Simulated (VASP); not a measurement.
# LiSi16 (a cell with a defect) in VASP: single point with PBE

Aim: the single point of LiSi16 (a cell with a defect) with PBE.

All numbers are computed with VASP 6.6.1; they aren't measurements. Logs are shortened: lines on timing, memory, paths and dates and some standing lists are left out, and cuts for length are marked.

## 1. The cell of the first run

The cell holds a defect, 17 atoms: a = 7.679 Å, b = 7.679 Å, c = 7.679 Å, α = 60.00°, β = 60.00°, γ = 60.00°.

## 2. Single point, PBE, collinear spin, zero start

Contents of INCAR:

```
ALGO = Normal
EDIFF = 1E-7
ENCUT = 520
GGA = PE
ISIF = 2
ISMEAR = 0
ISPIN = 2
LASPH = True
LCHARG = False
LORBIT = 11
LREAL = Auto
LWAVE = False
MAGMOM = 0 0 0 0 0 0 0 0 0 0 0 0 0 0 0 0 0
NBANDS = 52
NELM = 150
PREC = Accurate
SIGMA = 0.05
```

Contents of KPOINTS:

```
k-points
0
Gamma
  2 2 2
```

Contents of POSCAR:

```
LiSi16
1.0
    0.0000000000      5.4300000000      5.4300000000
    5.4300000000      0.0000000000      5.4300000000
    5.4300000000      5.4300000000      0.0000000000
Si Li
16 1
Direct
   -0.0009924494      0.0009727440      0.0055372007
    0.1155483425      0.1277606814      0.1416610497
   -0.0090137201      0.0089325046      0.5085665746
    0.1233797422      0.1261747698      0.6258066298
   -0.0073511050      0.5079140884      0.0075479742
    0.1296169429      0.6265033149      0.1261355433
   -0.0009928177      0.5059053407      0.5006049724
    0.1155482505      0.6420270718      0.6273944751
    0.4948154696      0.0009360958      0.0055896869
    0.6247069982      0.1270324125      0.1239353591
    0.5012888582     -0.0011455801      0.4984837017
    0.6240256906      0.1264266114      0.6260579190
    0.5014581952      0.4990270718     -0.0013438306
    0.6185039595      0.6264201657      0.1260512891
    0.4948151934      0.5059581031      0.5005673112
    0.6247065378      0.6243061694      0.6266616022
    0.2383546041      0.2609593923      0.7605940147
```

Potentials or basis: VASP PAW PBE potentials, release 64 (Si, Li_sv).

Launch:

```
$ cat potpaw_PBE.64/Si/POTCAR potpaw_PBE.64/Li_sv/POTCAR > POTCAR
$ mpirun -np 1 vasp_std > vasp.out
```

OUTCAR:

```text
EDIFF = 1E-7
   ENCUT = 520
   GGA = PE
   ISIF = 2
   ISMEAR = 0
   ISPIN = 2
   LASPH = True
   LORBIT = 11
   LREAL = Auto
   NELM = 150
   PREC = Accurate

 ion  position               nearest neighbor table
   1  0.999  0.001  0.006-  10 2.35   6 2.35   2 2.38   4 2.38  17 2.71
   2  0.116  0.128  0.142-   3 2.30   9 2.38   1 2.38   5 2.38  17 2.39
   3  0.991  0.009  0.509-   8 2.30   2 2.30   4 2.30  12 2.30
   4  0.123  0.126  0.626-   3 2.30  11 2.37   7 2.38   1 2.38  17 2.41
   5  0.993  0.508  0.008-   6 2.35  14 2.35   2 2.38   8 2.38  17 2.68
   6  0.130  0.627  0.126-  13 2.33   5 2.35   1 2.35   7 2.35
   7  0.999  0.506  0.501-  16 2.35   6 2.35   8 2.38   4 2.38  17 2.71
   8  0.116  0.642  0.627-   3 2.30  15 2.38   7 2.38   5 2.38  17 2.39
   9  0.495  0.001  0.006-  10 2.35  14 2.35   2 2.38  12 2.38  17 2.72
  10  0.625  0.127  0.124-  13 2.33   1 2.35   9 2.35  11 2.35
  11  0.501  0.999  0.498-  16 2.35  10 2.35  12 2.37   4 2.37  17 2.85
  12  0.624  0.126  0.626-   3 2.30  11 2.37  15 2.38   9 2.38  17 2.42
  13  0.501  0.499  0.999-  14 2.33   6 2.33  16 2.33  10 2.33
  14  0.619  0.626  0.126-  13 2.33   5 2.35   9 2.35  15 2.35
  15  0.495  0.506  0.501-  16 2.35  14 2.35   8 2.38  12 2.38  17 2.72
  16  0.625  0.624  0.627-  13 2.33   7 2.35  15 2.35  11 2.35
  17  0.238  0.261  0.761-   2 2.39   8 2.39   4 2.41  12 2.42   5 2.68   1 2.71   7 2.71   9 2.72
                            15 2.72  11 2.85

  LATTYP: Found a face centered cubic cell.
 ALAT       =    10.8600000000

  Lattice vectors:

 A1 = (   0.0000000000,   5.4300000000,   5.4300000000)
 A2 = (   5.4300000000,   0.0000000000,   5.4300000000)
 A3 = (   5.4300000000,   5.4300000000,   0.0000000000)

Analysis of symmetry for initial positions (statically):
=====================================================================
 Subroutine PRICEL returns:
 Original cell was already a primitive cell.

 Routine SETGRP: Setting up the symmetry group for a
 face centered cubic supercell.

 Subroutine GETGRP returns: Found  2 space group operations
 (whereof  1 operations were pure point group operations)
 out of a pool of 48 trial point group operations.

The static configuration has the point symmetry C_1 .
 The point group associated with its full space group is C_1h.

Analysis of symmetry for dynamics (positions and initial velocities):
=====================================================================
 Subroutine PRICEL returns:
 Original cell was already a primitive cell.

 Routine SETGRP: Setting up the symmetry group for a
 face centered cubic supercell.

 Subroutine GETGRP returns: Found  2 space group operations
 (whereof  1 operations were pure point group operations)
 out of a pool of 48 trial point group operations.

The dynamic configuration has the point symmetry C_1 .
 The point group associated with its full space group is C_1h.

Analysis of structural, dynamic, and magnetic symmetry:
=====================================================================
 Subroutine PRICEL returns:
 Original cell was already a primitive cell.

 Routine SETGRP: Setting up the symmetry group for a
 face centered cubic supercell.

 Subroutine GETGRP returns: Found  2 space group operations
 (whereof  1 operations were pure point group operations)
 out of a pool of 48 trial point group operations.

The overall configuration has the point symmetry C_1 .
 The point group associated with its full space group is C_1h.

 Subroutine INISYM returns: Found  2 space group operations
 (whereof  1 operations are pure point group operations),
 and found     1 'primitive' translations

----------------------------------------------------------------------------------------

                                     Primitive cell

  volume of cell :     320.2060

  direct lattice vectors                    reciprocal lattice vectors
     0.000000000  5.430000000  5.430000000    -0.092081031  0.092081031  0.092081031
     5.430000000  0.000000000  5.430000000     0.092081031 -0.092081031  0.092081031
     5.430000000  5.430000000  0.000000000     0.092081031  0.092081031 -0.092081031

  length of vectors
     7.679179644  7.679179644  7.679179644     0.159489025  0.159489025  0.159489025

  position of ions in fractional coordinates (direct lattice)
     0.999007551  0.000972744  0.005537201
[... 78 lines left out ...]
   NGXF,Y,Z  is equivalent  to a cutoff of  25.98, 25.98, 25.98 a.u.
 SYSTEM =  unknown system
   PREC   = accura    normal or accurate (medium, high low for compatibility)
   ISTART =      0    job   : 0-new  1-cont  2-samecut
   ICHARG =      2    charge: 1-file 2-atom 10-const
   ISPIN  =      2    spin polarized calculation?
   LNONCOLLINEAR =      F non collinear calculations
   LSORBIT =      F    spin-orbit coupling
   LASPH  =      T    aspherical Exc in radial PAW
   ENCUT  =  520.0 eV  38.22 Ry    6.18 a.u.  14.28 14.28 14.28*2*pi/ulx,y,z
   NELM   =    150;   NELMIN=  2; NELMDL= -5     # of ELM steps
   EDIFF  = 0.1E-06   stopping-criterion for ELM
   LREAL  =      T    real-space projection
   EDIFFG = 0.1E-05   stopping-criterion for IOM
   NSW    =      0    number of steps for IOM
   IBRION =     -1    ionic relax: 0-MD 1-quasi-New 2-CG
   NFREE  =      0    steps in history (QN), initial steepest desc. (CG)
   ISIF   =      2    stress and relaxation
   ISYM   =      2    0-nonsym 1-usesym 2-fastsym
   POTIM  = 0.5000    time-step for ionic-motion
   TEBEG  =    0.0;   TEEND  =   0.0 temperature during run
   PSTRESS=    0.0 pullay stress
   NELECT =      67.0000    total number of electrons
   NUPDOWN=      -1.0000    fix difference up-down
   EMIN   =  10.00;   EMAX   =-10.00  energy-range for DOS
   EFERMI =   0.00;   METHOD = LEGACY
   ISMEAR =     0;   SIGMA  =   0.05  broadening in eV -4-tet -1-fermi 0-gaus
   EFERMI_NEDOS =   21; number of points for ismear=-14 and -15
   IALGO  =     38    algorithm
   IMIX   =      4    mixing-type and parameters
     AMIX     =   0.40;   BMIX     =  1.00
     AMIX_MAG =   1.60;   BMIX_MAG =  1.00
  volume/ion in A,a.u.               =      18.84       127.11
  Fermi-wavevector in a.u.,A,eV,Ry     =   0.971904  1.836632 12.852022  0.944597
  Thomas-Fermi vector in A             =   2.102159
   LORBIT       =     11    0 simple, 1 ext, 2 COOP (PROOUT), +10 PAW based schemes
   GGA     = PE    functional components
   LHFCALC =     F    Hartree Fock is set to
   AEXX    =    0.0000 exact exchange contribution
   IVDW    =     0    specifies the selected vdW correction
   LEPSILON=     F    determine dielectric tensor
   LRPA    =     F    only Hartree local field effects (RPA)
 spin polarized calculation
 Gauss-broadening in eV      SIGMA  =   0.05
  energy-cutoff  :      520.00
  volume of cell :      320.21
 maximum number of plane-waves:      8646
 NGX is ok and might be reduce to    60
   NGX = 29   NGY = 29   NGZ = 29

 number of electron      67.0000001 magnetization      -0.0001779

 number of electron      67.0000001 magnetization       0.0001144

 Free energy of the ion-electron system (eV)
  ---------------------------------------------------
  ext. energy  EPLUGINS =         0.00000000
  ---------------------------------------------------
  free energy    TOTEN  =       -86.85284873 eV

  energy without entropy =      -86.84460338  energy(sigma->0) =      -86.84872606

 E-fermi :   6.6637     XC(G=0):  -9.5304

 val. band max:        6.6542554942   @ k =   0.0000   0.0000   0.0000
 cond. band min:       6.6672981944   @ k =   0.0000   0.0000   0.0000
 fundamental gap:      0.0130427002
 Fermi energy:         6.6637027756

 spin component 1

 k-point     1 :       0.0000    0.0000    0.0000
  band No.  band energies     occupation
      1     -40.4613      1.00000
      2      -5.9807      1.00000
      3      -3.7404      1.00000
      4      -3.6582      1.00000
      5      -3.6549      1.00000
      6      -3.6521      1.00000
[... 277 lines left out ...]
     44      10.2443      0.00000
     45      10.3192      0.00000
 Fermi energy:         6.6637027756

 spin component 2

 k-point     1 :       0.0000    0.0000    0.0000
  band No.  band energies     occupation
      1     -40.4613      1.00000
      2      -5.9807      1.00000
      3      -3.7404      1.00000
      4      -3.6582      1.00000
      5      -3.6549      1.00000
      6      -3.6521      1.00000
[... 277 lines left out ...]
     44      10.2443      0.00000
     45      10.3193      0.00000
 [bands above 45 left out]

------------------------ aborting loop because EDIFF is reached ----------------------------------------

  FORCE on cell =-STRESS in cart. coord.  units (eV):
  Direction    XX          YY          ZZ          XY          YZ          ZX
  --------------------------------------------------------------------------------------
  -------------------------------------------------------------------------------------
  Total        6.9955956      7.0406898      7.0406898      0.0061543      0.0860974      0.0061542
  in kB       35.0030425     35.2286752     35.2286752      0.0307933      0.4307954      0.0307933
  external PRESSURE =      35.1534643 kB  Pullay stress =       0.0000000 kB

 VOLUME and BASIS-vectors are now :
 -----------------------------------------------------------------------------
  energy-cutoff  :      520.00
  volume of cell :      320.21
      direct lattice vectors                 reciprocal lattice vectors
     0.000000000  5.430000000  5.430000000    -0.092081031  0.092081031  0.092081031
     5.430000000  0.000000000  5.430000000     0.092081031 -0.092081031  0.092081031
     5.430000000  5.430000000  0.000000000     0.092081031  0.092081031 -0.092081031

 POSITION                                       TOTAL-FORCE (eV/Angst)
 -----------------------------------------------------------------------------------
      0.03535      5.45468      5.42989         0.003690     -0.012168     -0.018782
      1.46296      1.39665      1.32117        -0.023839     -0.010701      0.006089
      2.81002      8.14257      5.42956        -0.039932      0.002002      0.002002
      4.08326      4.06808      1.35508        -0.019757     -0.036039     -0.036039
      2.79896      5.43107      8.14806        -0.013938     -0.002801     -0.002801
      4.08683      1.38874      4.10573         0.003519     -0.028765     -0.028765
[... 9 lines left out ...]
      6.79275      6.79493      6.78214         0.057640     -0.003486      0.001520
      5.54704      5.42429      2.71128        -0.073911      0.010456      0.010456
 -----------------------------------------------------------------------------------
    total drift:                                0.003991      0.006107     -0.006414

  FREE ENERGIE OF THE ION-ELECTRON SYSTEM (eV)
  ---------------------------------------------------
  free  energy   TOTEN  =       -86.8528487343 eV

  energy  without entropy=      -86.8446033838  energy(sigma->0) =      -86.84872606

 total charge

# of ion       s       p       d       tot
------------------------------------------
    1        0.738   0.948   0.000   1.686
    2        0.745   0.963   0.000   1.708
    3        0.733   0.977   0.000   1.710
    4        0.745   0.965   0.000   1.710
    5        0.737   0.948   0.000   1.685
    6        0.743   0.953   0.000   1.696
[... 9 lines left out ...]
   16        0.742   0.954   0.000   1.697
   17        2.028   0.088   0.000   2.116
--------------------------------------------------
tot         13.871  15.393   0.000  29.263

 magnetization (x)

# of ion       s       p       d       tot
------------------------------------------
    1        0.000  -0.000   0.000   0.000
    2        0.000   0.000   0.000   0.000
    3       -0.000  -0.000   0.000  -0.000
    4       -0.000   0.000   0.000   0.000
    5        0.000  -0.000   0.000   0.000
    6       -0.000   0.000   0.000   0.000
[... 9 lines left out ...]
   16       -0.000   0.000   0.000   0.000
   17       -0.000  -0.000   0.000  -0.000
--------------------------------------------------
tot          0.000   0.000   0.000   0.000
```

Wall time 4.3 min (1 thread of Intel Xeon 6975P-C (Granite Rapids), shared host); peak memory 0.68 GiB.

What came out:

```yaml
Free_energy: -86.8528 eV
Largest_force: 0.075 eV/Å
Net_moment: 0.00 μB per cell
Valence_electrons_inside_the_program's_atomic_spheres: Si 1.69, 1.71, 1.70 (each value once); Li 2.12
```

Forces in eV/Å, atoms in the order of the input:
```
Si   0.004 -0.012 -0.019
Si  -0.024 -0.011  0.006
Si  -0.040  0.002  0.002
Si  -0.020 -0.036 -0.036
Si  -0.014 -0.003 -0.003
Si   0.004 -0.029 -0.029
Si   0.004 -0.019 -0.012
Si  -0.024  0.006 -0.011
Si   0.005  0.018  0.011
Si   0.058  0.002 -0.003
Si   0.043  0.000  0.000
Si  -0.021  0.037  0.037
Si   0.031  0.000  0.000
Si   0.006  0.028  0.028
Si   0.005  0.011  0.018
Si   0.058 -0.003  0.002
Li  -0.074  0.010  0.010
```

Caveat: the k points lie up to 0.50 Å⁻¹ apart; the cutoff is under 1.25 times the usual one of these potentials, so pressure, stress and relaxed cells hold a basis-set (Pulay) error; no moment was typed at the start, so none could form.
